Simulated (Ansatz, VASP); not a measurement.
# Fe in VASP and in Ansatz

The input INCAR:

```
PREC     = Accurate       # precision mode
ENCUT    = 600            # plane-wave cutoff, eV
EDIFF    = 1E-7           # SCF threshold, eV
ISMEAR   = -1             # smearing method
SIGMA    = 0.05           # smearing width, eV
LREAL    = False          # projectors in reciprocal space
LASPH    = True           # aspherical terms in the spheres
NELM     = 150            # most SCF steps
ALGO     = Normal         # electronic algorithm
ISIF     = 3              # what is computed and relaxed
LWAVE    = False          # write WAVECAR
LCHARG   = False          # write CHGCAR
ISPIN    = 2              # spin polarisation
MAGMOM   = 2.5            # initial moments
LORBIT   = 11             # projections on sites
LMAXMIX  = 4              # l up to which the mixer works
IBRION   = 2              # ionic algorithm
NSW      = 80             # ionic steps
EDIFFG   = -0.01          # ionic threshold
```

KPOINTS

```
Automatic mesh
0
Gamma
  15 15 15
```

File POSCAR:

```
Fe
1.0
   -1.4332500000      1.4332500000      1.4332500000
    1.4332500000     -1.4332500000      1.4332500000
    1.4332500000      1.4332500000     -1.4332500000
Fe
1
Direct
    0.0000000000      0.0000000000      0.0000000000
```

Input for Ansatz:

```yaml
crystal:
  lattice:
    - [-1.43325, 1.43325, 1.43325]
    - [1.43325, -1.43325, 1.43325]
    - [1.43325, 1.43325, -1.43325]
  atoms:
    - { symbol: Fe, position: [0.0, 0.0, 0.0], spin: 2.5 }
hamiltonian:
  xc: lda
  pseudopotentials:
    kind: paw
    azcp:
      Fe: "pseudopotentials/Fe.paw.azcp"
basis:
  ecutwfc: 420
  fft_grid_basis: typed
kpoints:
  mp_grid: { grid: [15, 15, 15], shift: [0, 0, 0] }
magnetization:
  spin_polarized: true
scf:
  occupations: { method: fermi_dirac, width: 0.05 }
relax:
  max_steps: 60
  f_tol: 0.01
  cell: {}
```

Alike in both runs: task relaxation of cell and atoms; functional LDA; k mesh 15 × 15 × 15; occupations fermi-dirac, width 0.05 eV; collinear spin.

|  | VASP | Ansatz |
| --- | --- | --- |
| version | VASP 6.6.1 | Ansatz 0.2.0 |
| potentials or method | VASP PAW LDA potentials, release 64 (Fe), cutoff 600 eV | plane waves (420 eV) with PAW, scalar-relativistic |
| valence electrons in the cell | 8 | 16 |

```tsv
	VASP	Ansatz	Ansatz less VASP
net moment per atom (μB)	1.93	1.97	+0.046
size of the moment on the site where the two differ most (μB)	1.89	1.97	+0.081
relaxed volume (Å³/atom)	10.34	10.39	+0.045
relaxed cell length with the largest relative difference (Å)	2.377	2.381	+0.0035
```

Ansatz warns that its potentials were made for another functional, while VASP's fit it. LDA's correlation is that of Perdew and Zunger in VASP and of Perdew and Wang (1992) in Ansatz. Site moments also hang on the region over which each program counts them. VASP's potentials hold 8 valence electrons a cell and Ansatz's 16, so a difference there can come from the potentials and not from the codes.
